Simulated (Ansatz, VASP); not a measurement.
# ZrN: VASP beside Ansatz

The input INCAR:

```
SYSTEM = ZrN
PREC = Accurate
ENCUT = 600
EDIFF = 1E-6
ISMEAR = 1
SIGMA = 0.15
LREAL = .FALSE.
LASPH = .TRUE.
NELM = 120
ALGO = Normal
ISIF = 2
LWAVE = .FALSE.
LCHARG = .FALSE.
GGA = PE
NBANDS = 16
GGA_COMPAT = .FALSE.
```

Contents of KPOINTS:

```
Automatic mesh
0
G
  11 11 11
  0 0 0
```

The input POSCAR:

```
ZrN
1.0
    0.0000000000      2.2845632933      2.2845632933
    2.2845632933      0.0000000000      2.2845632933
    2.2845632933      2.2845632933      0.0000000000
Zr N
1 1
Direct
    0.5000000000      0.5000000000      0.5000000000
    0.0000000000      0.0000000000      0.0000000000
```

Input for Ansatz:

```yaml
crystal:
  lattice:
    - [0.0, 2.284563293272318, 2.284563293272318]
    - [2.284563293272318, 0.0, 2.284563293272318]
    - [2.284563293272318, 2.284563293272318, 0.0]
  atoms:
    - { symbol: Zr, position: [0.5, 0.5, 0.5] }
    - { symbol: "N", position: [0.0, 0.0, 0.0] }
basis:
  ecutwfc: 500.0
kpoints:
  mp_grid:
    grid: [11, 11, 11]
hamiltonian:
  xc: pbe
scf:
  occupations:
    method: methfessel_paxton
    width: 0.15
output:
  stress: true
```

Alike in both runs: task single point; functional PBE; k mesh 11 × 11 × 11; occupations methfessel-paxton of order 1, width 0.15 eV; no spin polarisation.

|  | VASP | Ansatz |
| --- | --- | --- |
| version | VASP 6.6.1 | Ansatz 0.2.0 |
| potentials or method | VASP PAW PBE potentials, release 64 (Zr_sv, N), cutoff 600 eV | plane waves, PAW |
| valence electrons in the cell | 17 | 17 |

```csv
,VASP,Ansatz,Ansatz less VASP
pressure (GPa),4.5,4.4,-0.15
```
